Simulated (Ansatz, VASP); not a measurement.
PbF2 in VASP and in Ansatz

The input POSCAR:

```
PbF2
1.0
    0.0000000000      3.0535514289      2.8092673146
    3.0535514289      0.0000000000      2.8092673146
    3.0535514289      3.0535514289      0.0000000000
Pb F
1 2
Direct
    0.0000000000      0.0000000000      0.0000000000
    0.2500000000      0.2500000000      0.2500000000
    0.7500000000      0.7500000000      0.7500000000
```

File INCAR.step1:

```
SYSTEM = PbF2
ALGO = Normal
EDIFF = 1E-4
ENCUT = 520
GGA = PE
ISMEAR = 0
LASPH = .TRUE.
LCHARG = .FALSE.
LREAL = .FALSE.
LWAVE = .TRUE.
NBANDS = 21
NELM = 60
PREC = Accurate
SIGMA = 0.05
```

Contents of INCAR.step2:

```
SYSTEM = PbF2
ALGO = Normal
EDIFF = 1E-6
ENCUT = 520
ISIF = 2
ISMEAR = 0
ISTART = 1
LASPH = .TRUE.
LCHARG = .FALSE.
LMIXTAU = .TRUE.
LREAL = .FALSE.
LWAVE = .FALSE.
METAGGA = R2SCAN
NBANDS = 21
NELM = 60
PREC = Accurate
SIGMA = 0.05
```

KPOINTS

```
k-points
0
G
  8 8 8
  0 0 0
```

Input for Ansatz:

```yaml
crystal:
  lattice:
    - [0.0, 3.0535514289, 2.8092673146]
    - [3.0535514289, 0.0, 2.8092673146]
    - [3.0535514289, 3.0535514289, 0.0]
  atoms:
    - { symbol: Pb, position: [0.0, 0.0, 0.0] }
    - { symbol: F, position: [0.25, 0.25, 0.25] }
    - { symbol: F, position: [0.75, 0.75, 0.75] }
basis:
  ecutwfc: 500
kpoints:
  mp_grid: { grid: [8, 8, 8] }
hamiltonian:
  xc: r2scan
scf:
  occupations: { method: gaussian, width: 0.05 }
output:
  forces: true
  stress: true
  eigenvalues: true
```

Alike in both runs: task single point; functional r2SCAN; k mesh 8 × 8 × 8; occupations gaussian, width 0.05 eV; no spin polarisation.

```csv
,VASP,Ansatz
version,VASP 6.6.1,Ansatz 0.2.0
potentials or method,"VASP PAW PBE potentials, release 64 (Pb_d, F), cutoff 520 eV","scalar-relativistic, plane waves, PAW"
valence electrons in the cell,28,28
```

```tsv
	VASP	Ansatz	Ansatz less VASP
gap on the k mesh at the Fermi level (eV)	4.56	4.57	+0.001
least direct gap on the mesh (eV)	4.96	4.96	-0.002
pressure (GPa)	-1.0	-0.9	+0.09
traceless stress, the component that is largest in VASP (GPa)	3.06	3.07	+0.013
```

VASP's potentials were made for PBE, not for r2SCAN.

Spin-orbit coupling is off throughout.
